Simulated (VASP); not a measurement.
A run of VASP 6.6.1 is set up as follows.

The input INCAR:

```
PREC = Accurate
ENCUT = 520
EDIFF = 1E-6
ISMEAR = -1
SIGMA = 0.05
LREAL = False
LASPH = True
NELM = 80
ALGO = Normal
ISIF = 2
LWAVE = False
LCHARG = True
GGA = PS
LELF = True
LVHAR = True
NBANDS = 43
```

File KPOINTS:

```
Automatic mesh
0
Gamma
  7 7 4
```

File POSCAR:

```
Si2Mo
1.0
    4.5747238729      0.0000000000      0.0000000000
   -2.2873619365      3.9618270892      0.0000000000
    0.0000000000      0.0000000000      6.5659333637
Mo Si
3 6
Direct
    0.5000000000      0.5000000000      0.8333333333
    0.0000000000      0.5000000000      0.1666666667
    0.5000000000      0.0000000000      0.5000000000
    0.1641643856      0.3283287712      0.5000000000
    0.6716712288      0.8358356144      0.1666666667
    0.8358356144      0.1641643856      0.8333333333
    0.8358356144      0.6716712288      0.5000000000
    0.3283287712      0.1641643856      0.1666666667
    0.1641643856      0.8358356144      0.8333333333
```

Potentials or basis: VASP PAW PBE potentials, release 64 (Mo_sv, Si).

Run with:

```sh
$ cat potpaw_PBE.64/Mo_sv/POTCAR potpaw_PBE.64/Si/POTCAR > POTCAR
$ mpirun -np 1 vasp_std > vasp.out
```

What does it give for the band gap on the k mesh?

0.26 eV (least direct gap 0.63 eV).

What does it give for the pressure?

0.4 GPa.

Caveat: the PAW data sets were made with another functional, which shifts forces and pressure a little; an odd mesh through Γ misses points on the zone boundary, where band edges can lie.
